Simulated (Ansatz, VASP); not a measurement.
# One calculation of Al2SiO, two programs

```
Al Si O
1.0
     2.65289    0.00000    0.00000
     0.00000    2.65289    0.00000
     0.00000    0.00000    8.26509
Al Si O
2 1 1
Direct
  0.50000 0.50000 0.67850
  0.50000 0.50000 0.32150
  0.50000 0.50000 0.00000
  0.00000 0.00000 0.50000
```

Alike in both runs: task relaxation of cell and atoms; functional PBE; k mesh 18 × 18 × 6; occupations gaussian, width 0.1 eV; no spin polarisation.

```csv
,VASP,Ansatz
version,VASP 6.6.1,Ansatz 0.2.0
potentials or method,"VASP PAW PBE potentials, release 64 (Al, Si, O), cutoff 600 eV","scalar-relativistic, plane waves, PAW"
valence electrons in the cell,16,16
```

|  | VASP | Ansatz | Ansatz less VASP |
| --- | --- | --- | --- |
| gap on the k mesh at the Fermi level, each at its own relaxed structure (eV) | none | none | - |
| relaxed volume (Å³/atom) | 14.57 | 14.58 | +0.009 |
| relaxed cell length with the largest relative difference (Å) | 8.166 | 8.168 | +0.0023 |

A gap of «none» marks a metal or a gap that the smearing closes.
